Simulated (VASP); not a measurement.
# Ga (C2/c) in VASP: settings compared, part 2 of 2

VASP 6.6.1.

## (3) Relaxation of cell and atoms, PBEsol, target pressure 30 GPa, at which the enthalpy is minimised

Input file INCAR:

```
SYSTEM = Ga
ALGO     = Fast           ! electronic algorithm
EDIFF    = 1E-6           ! SCF threshold, eV
EDIFFG   = -0.01          ! ionic threshold
ENCUT    = 600            ! plane-wave cutoff, eV
GGA      = PS             ! functional
IBRION   = 2              ! ionic algorithm
ISIF     = 3              ! what is computed and relaxed
ISMEAR   = -1             ! smearing method
LASPH    = .True.         ! aspherical terms in the spheres
LCHARG   = .False.        ! write CHGCAR
LREAL    = .False.        ! projectors in reciprocal space
LWAVE    = .False.        ! write WAVECAR
NELM     = 100            ! most SCF steps
NSW      = 60             ! ionic steps
PREC     = Accurate       ! precision mode
PSTRESS  = 300.0        
SIGMA    = 0.05           ! smearing width, eV
```

Input file KPOINTS:

```
k-points
0
Gamma
  10 10 8
  0 0 0
```

Input file POSCAR:

```
Ga
1.0
    1.3830000000     -4.0265000000      0.0000000000
    1.3830000000      4.0265000000      0.0000000000
   -0.1174474948      0.0000000000      3.3299294416
Ga
2
Direct
    0.1310000000      0.8690000000      0.7500000000
    0.8690000000      0.1310000000      0.2500000000
```

Potentials or basis: VASP PAW PBE potentials, release 64 (Ga_d).

Run with:

```sh
$ cat potpaw_PBE.64/Ga_d/POTCAR > POTCAR
$ mpirun -np 1 vasp_std > vasp.out
```

OUTCAR:

```text
SYSTEM = Ga
   EDIFF = 1E-6
   EDIFFG = -0.01
   ENCUT = 600
   GGA = PS
   IBRION = 2
   ISIF = 3
   ISMEAR = -1
   LASPH = .True.
   LREAL = .False.
   NELM = 100
   NSW = 60
   PREC = Accurate
   PSTRESS = 300.0

 ion  position               nearest neighbor table
   1  0.131  0.869  0.750-   2 2.69   2 2.69   2 2.86   2 2.86   2 2.92   2 2.92
   2  0.869  0.131  0.250-   1 2.69   1 2.69   1 2.86   1 2.86   1 2.92   1 2.92

  LATTYP: Found a base centered monoclinic cell.
 ALAT       =     2.7660000000
 B/A-ratio  =     2.9114244396
 C/A-ratio  =     1.2046276211
 COS(beta)  =    -0.0352483478

  Lattice vectors:

 A1 = (   1.3830000000,  -4.0265000000,   0.0000000000)
 A2 = (   1.3830000000,   4.0265000000,   0.0000000000)
 A3 = (  -0.1174474948,   0.0000000000,   3.3299294416)

Analysis of symmetry for initial positions (statically):
=====================================================================
 Subroutine PRICEL returns:
 Original cell was already a primitive cell.

 Routine SETGRP: Setting up the symmetry group for a
 base centered monoclinic supercell.

 Subroutine GETGRP returns: Found  4 space group operations
 (whereof  2 operations were pure point group operations)
 out of a pool of  4 trial point group operations.

The static configuration has the point symmetry S_2 .
 The point group associated with its full space group is C_2h.

Analysis of symmetry for dynamics (positions and initial velocities):
=====================================================================
 Subroutine PRICEL returns:
 Original cell was already a primitive cell.

 Routine SETGRP: Setting up the symmetry group for a
 base centered monoclinic supercell.

 Subroutine GETGRP returns: Found  4 space group operations
 (whereof  2 operations were pure point group operations)
 out of a pool of  4 trial point group operations.

The dynamic configuration has the point symmetry S_2 .
 The point group associated with its full space group is C_2h.

 Subroutine INISYM returns: Found  4 space group operations
 (whereof  2 operations are pure point group operations),
 and found     1 'primitive' translations

----------------------------------------------------------------------------------------

                                     Primitive cell

  volume of cell :      37.0864

  direct lattice vectors                    reciprocal lattice vectors
     1.383000000 -4.026500000  0.000000000     0.361532899 -0.124177325  0.012751361
     1.383000000  4.026500000  0.000000000     0.361532899  0.124177325  0.012751361
    -0.117447495  0.000000000  3.329929442     0.000000000  0.000000000  0.300306663

  length of vectors
     4.257392541  4.257392541  3.332000000     0.382476983  0.382476983  0.300306663

  position of ions in fractional coordinates (direct lattice)
     0.131000000  0.869000000  0.750000000
     0.869000000  0.131000000  0.250000000

  ion indices of the primitive-cell ions
   primitive index   ion index
                 1           1
                 2           2

----------------------------------------------------------------------------------------

 KPOINTS: k-points

Automatic generation of k-mesh.
[... 70 lines left out ...]
   IBRION =      2    ionic relax: 0-MD 1-quasi-New 2-CG
   NFREE  =      1    steps in history (QN), initial steepest desc. (CG)
   ISIF   =      3    stress and relaxation
   ISYM   =      2    0-nonsym 1-usesym 2-fastsym
   POTIM  = 0.5000    time-step for ionic-motion
   TEBEG  =    0.0;   TEEND  =   0.0 temperature during run
   PSTRESS=  300.0 pullay stress
   NELECT =      26.0000    total number of electrons
   NUPDOWN=      -1.0000    fix difference up-down
   EMIN   =  10.00;   EMAX   =-10.00  energy-range for DOS
   EFERMI =   0.00;   METHOD = LEGACY
   ISMEAR =    -1;   SIGMA  =   0.05  broadening in eV -4-tet -1-fermi 0-gaus
   EFERMI_NEDOS =   21; number of points for ismear=-14 and -15
   IALGO  =     68    algorithm
   IMIX   =      4    mixing-type and parameters
     AMIX     =   0.40;   BMIX     =  1.00
     AMIX_MAG =   1.60;   BMIX_MAG =  1.00
  volume/ion in A,a.u.               =      18.54       125.14
  Fermi-wavevector in a.u.,A,eV,Ry     =   1.454323  2.748273 28.777089  2.115056
  Thomas-Fermi vector in A             =   2.571487
   LORBIT       =      0    0 simple, 1 ext, 2 COOP (PROOUT), +10 PAW based schemes
   GGA     = PS    functional components
   LHFCALC =     F    Hartree Fock is set to
   AEXX    =    0.0000 exact exchange contribution
   IVDW    =     0    specifies the selected vdW correction
   LEPSILON=     F    determine dielectric tensor
   LRPA    =     F    only Hartree local field effects (RPA)
 conjugate gradient relaxation of ions
 non-spin polarized calculation
 RMM-DIIS sequential band-by-band and
  energy-cutoff  :      600.00
  volume of cell :       37.09
 maximum number of plane-waves:      1265
 NGX is ok and might be reduce to    36
   NGX = 17   NGY = 17   NGZ = 13

--------------------------------------- Ionic step        1  -------------------------------------------

 number of electron      26.0000011 magnetization

 Free energy of the ion-electron system (eV)
  ---------------------------------------------------
  ext. energy  EPLUGINS =         0.00000000
  ---------------------------------------------------
  free energy    TOTEN  =        -6.67411492 eV

  energy without entropy =       -6.66834400  energy(sigma->0) =       -6.67122946

------------------------ aborting loop because EDIFF is reached ----------------------------------------

  FORCE on cell =-STRESS in cart. coord.  units (eV):
  Direction    XX          YY          ZZ          XY          YZ          ZX
  --------------------------------------------------------------------------------------
  -------------------------------------------------------------------------------------
  Total       -0.2853037     -0.3995906     -0.6172082      0.0000000      0.0000000      0.0981142
  in kB      -12.3254593    -17.2627900    -26.6641253      0.0000000      0.0000000      4.2386510
  external PRESSURE =    -318.7507915 kB  Pullay stress =     300.0000000 kB
[... 25 lines left out ...]
--------------------------------------- Ionic step        2  -------------------------------------------

 number of electron      26.0000004 magnetization

 E-fermi :  16.8600     XC(G=0): -15.0881

 val. band max:       16.8428031695   @ k =   0.2000   0.1000   0.5000
 cond. band min:      16.8914790907   @ k =  -0.3000   0.1000   0.2500
 fundamental gap:      0.0486759212
 Fermi energy:        16.8600091553

 k-point     1 :       0.0000    0.0000    0.0000
  band No.  band energies     occupation
      1     -14.3381      2.00000
      2     -14.0003      2.00000
      3     -13.8109      2.00000
      4     -13.7326      2.00000
      5     -13.5936      2.00000
      6     -13.5421      2.00000
[... 459 lines left out ...]
      6     -13.6072      2.00000
[... 9 lines left out ...]
     16     146.9317      0.00000
     17     235.4448      0.00000

 [... further k-points ...]

------------------------ aborting loop EDIFF was not reached (unconverged)  ----------------------------

  FORCE on cell =-STRESS in cart. coord.  units (eV):
  Direction    XX          YY          ZZ          XY          YZ          ZX
  --------------------------------------------------------------------------------------
  -------------------------------------------------------------------------------------
  Total       29.2548320     30.5195218     29.6817920      0.0000000      0.0000000     -0.0309190
  in kB     2275.3647038   2373.7289818   2308.5725363      0.0000000      0.0000000     -2.4048020
  external PRESSURE =    2019.2220740 kB  Pullay stress =     300.0000000 kB
[... 59 lines left out ...]
  energy  without entropy=       -6.5130806450  energy(sigma->0) =       -6.51547640

  enthalpy is  TOTEN    =        -0.3626381739 eV   P V=        6.1552339752

[... ionic steps 4 to 25 ...]

--------------------------------------- Ionic step       26  -------------------------------------------

 number of electron      26.0000005 magnetization

------------------------ aborting loop because EDIFF is reached ----------------------------------------
[... 71 lines left out ...]
--------------------------------------- Ionic step       28  -------------------------------------------

 number of electron      26.0000005 magnetization

 Free energy of the ion-electron system (eV)
  ---------------------------------------------------
  ext. energy  EPLUGINS =         0.00000000
  ---------------------------------------------------
  free energy    TOTEN  =        -6.10115877 eV

  energy without entropy =       -6.09699245  energy(sigma->0) =       -6.09907561

 E-fermi :   8.9482     XC(G=0): -12.7743

 val. band max:        8.9344105193   @ k =  -0.4000   0.2000   0.3750
 cond. band min:       8.9712306896   @ k =  -0.4000  -0.4000   0.2500
 fundamental gap:      0.0368201704
 Fermi energy:         8.9481992536

 k-point     1 :       0.0000    0.0000    0.0000
  band No.  band energies     occupation
      1      -7.0947      2.00000
      2      -6.9625      2.00000
      3      -6.9585      2.00000
      4      -6.9075      2.00000
      5      -6.4313      2.00000
      6      -6.3734      2.00000
[... 504 lines left out ...]
  energy  without entropy=       -6.0969924459  energy(sigma->0) =       -6.09907561

  enthalpy is  TOTEN    =        -0.9245997461 eV   P V=        5.1765590280

 reached required accuracy - stopping structural energy minimisation
```

Wall time 32 min (1 thread of Intel Xeon 6975P-C (Granite Rapids), shared host); peak memory 0.34 GiB.

Results:

```yaml
Free_energy: -6.1012 eV
Relaxed_volume: 13.82 Å³/atom
Relaxed_cell: a = 3.990 Å, b = 3.990 Å, c = 2.866 Å, α = 90.03°, β = 90.03°, γ = 142.71°
Space_group_after_relaxing_to_0.1_Å: Cmcm (No. 63)
Energy_change_on_relaxing_the_run_minimises_the_enthalpy: +286.5 meV/atom
Ionic_steps: 28
Pressure_after_relaxing: 30.1 GPa
Band_gap_on_the_k_mesh: zero (bands 13 and 14 overlap by 11.70 eV)
```

Forces on the atoms (eV/Å):
```
Ga   0.000  0.003  0.000
Ga   0.000 -0.003  0.000
```

Step by step:
```csv
step,energy change (eV),largest force (eV/Å),pressure (GPa),volume (Å³)
1,0.0000,0.1979,-1.88,37.09
2,71.3478,0.5225,231.92,20.60
3,0.1562,0.2202,6.94,32.87
4,0.1865,0.2545,14.37,30.73
5,0.6237,0.2922,31.85,27.56
6,0.5706,0.2909,29.87,27.84
7,0.5641,0.0265,29.85,27.80
8,0.5664,0.2251,29.96,27.76
9,0.5955,0.6982,30.54,27.65
10,0.5689,0.3039,30.01,27.74
11,0.5644,0.1937,30.01,27.71
12,0.5658,0.1659,29.92,27.70
13,0.5664,0.1606,29.87,27.70
14,0.5707,0.0662,30.17,27.66
15,0.5742,0.0109,30.21,27.64
16,0.5826,0.1005,30.43,27.60
17,0.5761,0.0091,30.11,27.63
18,0.5771,0.0320,30.43,27.62
19,0.5765,0.0145,30.30,27.63
20,0.5605,0.0071,29.64,27.71
21,0.5678,0.0129,30.06,27.67
22,0.5653,0.0109,29.75,27.69
23,0.5665,0.0118,29.86,27.68
24,0.5685,0.0068,30.02,27.67
25,0.5686,0.0057,29.91,27.67
26,0.5689,0.0081,29.91,27.67
27,0.5742,0.0019,30.22,27.64
28,0.5730,0.0030,30.05,27.65
```

Final structure:
```
CELL_PARAMETERS angstrom
1.27547 -3.78040 0.02245
1.27547 3.78040 0.02245
-0.05504 0.00000 2.86581
ATOMIC_POSITIONS crystal
Ga 0.13357 0.86643 0.75000
Ga 0.86643 0.13357 0.25000
```

Levels at points of the mesh, in eV from the Fermi level:
```csv
k point,band 9,band 10,band 11,band 12,band 13,band 14,band 15,band 16,band 17
"(0.00, 0.00, 0.00)",-15.24,-15.01,-14.09,-3.93,-1.79,3.21,7.53,10.61,11.83
"(0.50, 0.00, 0.00)",-15.12,-15.07,-7.36,-7.03,-2.81,-0.31,7.68,8.86,10.44
"(0.50, 0.50, 0.00)",-15.17,-15.09,-11.73,-10.81,5.87,6.99,8.10,8.78,8.78
"(0.00, 0.00, 0.50)",-15.12,-15.12,-9.18,-9.18,1.39,1.39,2.54,2.54,14.27
"(0.50, 0.00, 0.50)",-15.05,-15.05,-3.44,-3.42,-1.62,-1.58,1.91,1.94,4.82
"(0.50, 0.50, 0.50)",-15.23,-15.23,-6.76,-6.76,-5.83,-5.83,13.16,13.16,13.29
```

Caveat: the cell is relaxed towards a set pressure, so the run minimises the enthalpy, not the energy; the volume moved by over 15 % at a fixed basis, so the end points are rough; the PAW data sets were made with another functional, which shifts forces and pressure a little.

## (4) Relaxation of cell and atoms, BLYP

Input file INCAR:

```
  AGGAC = 1.0
  AGGAX = 1.0
  ALDAC = 0.0
  ALDAX = 1.0
  ALGO = Normal
  EDIFF = 1E-6
  EDIFFG = -0.02
  ENCUT = 600
  GGA = B5
  IBRION = 2
  ISIF = 3
  ISMEAR = -1
  LASPH = T
  LCHARG = F
  LREAL = F
  LWAVE = F
  NELM = 100
  NSW = 80
  PREC = Accurate
  SIGMA = 0.05
```

Input file KPOINTS:

```
k-points
0
Gamma
  10 10 8
```

POSCAR is that of step 3.

Run with:

```sh
$ cat potpaw_PBE.64/Ga_d/POTCAR > POTCAR
$ mpirun -np 1 vasp_std > vasp.out
```

It took 15 min on 1 thread of Intel Xeon 6975P-C (Granite Rapids), shared host; peak memory 0.31 GiB.

It converged, with:

- Free energy: -4.3035 eV
- Relaxed volume: 21.78 Å³/atom
- Relaxed cell: a = 4.478 Å, b = 4.478 Å, c = 3.380 Å, α = 89.92°, β = 89.92°, γ = 140.03°
- Space group after relaxing (to 0.1 Å): Cmcm (No. 63)
- Energy gained by relaxing: 66.2 meV/atom
- Ionic steps: 23
- Pressure after relaxing: 0.0 GPa
- Largest force after relaxing: 0.005 eV/Å
- Band gap on the k mesh: zero (bands 13 and 14 overlap by 7.55 eV)

Forces in eV/Å, atoms in the order of the input:
```
Ga   0.000 -0.005  0.000
Ga   0.000  0.005  0.000
```

Stress tensor (GPa, compression positive):
```
 0.05  0.00 -0.03
 0.00  0.07  0.00
-0.03  0.00 -0.09
```

The path:
| step | energy change (eV) | largest force (eV/Å) | pressure (GPa) | volume (Å³) |
| --- | --- | --- | --- | --- |
| 1 | 0.0000 | 0.1654 | 7.07 | 37.09 |
| 2 | -0.1162 | 0.0551 | 1.48 | 41.66 |
| 3 | -0.1253 | 0.0197 | -0.28 | 44.09 |
| 4 | -0.1256 | 0.0242 | -0.06 | 43.74 |
| 5 | -0.1256 | 0.0282 | 0.05 | 43.60 |
| 6 | -0.1265 | 0.0217 | -0.04 | 43.59 |
| 7 | -0.1282 | 0.0059 | -0.07 | 43.56 |
| 8 | -0.1297 | 0.0223 | 0.05 | 43.46 |
| 9 | -0.1297 | 0.0156 | 0.12 | 43.49 |
| 10 | -0.1298 | 0.0186 | -0.03 | 43.48 |
| 11 | -0.1307 | 0.0127 | 0.14 | 43.38 |
| 12 | -0.1309 | 0.0281 | 0.14 | 43.33 |
| 13 | -0.1315 | 0.0405 | -0.15 | 43.54 |
| 14 | -0.1315 | 0.0419 | 0.00 | 43.56 |
| 15 | -0.1316 | 0.0437 | 0.04 | 43.58 |
| 16 | -0.1316 | 0.0476 | -0.19 | 43.64 |
| 17 | -0.1321 | 0.0369 | 0.20 | 43.51 |
| 18 | -0.1321 | 0.0365 | 0.03 | 43.50 |
| 19 | -0.1322 | 0.0354 | -0.05 | 43.49 |
| 20 | -0.1322 | 0.0328 | -0.07 | 43.46 |
| 21 | -0.1322 | 0.0271 | 0.16 | 43.40 |
| 22 | -0.1322 | 0.0296 | 0.10 | 43.42 |
| 23 | -0.1325 | 0.0049 | 0.01 | 43.55 |

Final structure:
```xyz
2
Lattice="1.5302 -4.2088 0.0309 1.5302 4.2088 0.0309 -0.0548 0.0000 3.3799" Properties=species:S:1:pos:R:3 pbc="T T T"
Ga    1.4891    3.0638    2.5658
Ga    1.5165   -3.0638    0.8759
```

Levels at points of the mesh, in eV from the Fermi level:
```tsv
k point	band 10	band 11	band 12	band 13	band 14	band 15	band 16	band 17
(0.00, 0.00, 0.00)	-14.71	-10.12	-1.86	-1.53	2.31	6.21	6.72	7.84
(0.50, 0.00, 0.00)	-14.75	-6.35	-4.84	-1.27	-0.33	5.52	5.78	7.83
(0.50, 0.50, 0.00)	-14.76	-8.39	-7.55	4.20	5.05	5.14	5.76	6.02
(0.00, 0.00, 0.50)	-14.76	-6.87	-6.87	1.87	1.87	2.52	2.52	8.72
(0.50, 0.00, 0.50)	-14.75	-3.31	-3.29	-1.43	-1.42	1.84	1.89	4.19
(0.50, 0.50, 0.50)	-14.81	-5.54	-5.54	-3.34	-3.34	8.17	8.17	10.22
```

Caveat: the volume moved by over 15 % at a fixed basis, so the end points are rough; the PAW data sets were made with another functional, which shifts forces and pressure a little.

## (5) The runs side by side

```tsv
level	cell	gap on the mesh (eV)	pressure (GPa)	relaxed volume (Å³/atom)
revPBE+D4	relaxed	none	0.0	17.50
PBEsol	relaxed to 30 GPa	none	30.1	-
BLYP	relaxed	none	0.0	21.78
```

Alike in all rows: task relaxation of cell and atoms; potentials or basis VASP PAW PBE potentials, release 64 (Ga_d); no spin polarisation; k mesh 10 × 10 × 8; cutoff (eV) 600; smearing fermi-dirac 0.05 eV.

Caveats: the PAW data sets were made with another functional, which shifts forces and pressure a little; the volume moved by over 15 % at a fixed basis, so the end points are rough (at least some runs); the cell is relaxed towards a set pressure, so the run minimises the enthalpy, not the energy (at least some runs).

Absolute energies hang on the potentials; compare differences alone.
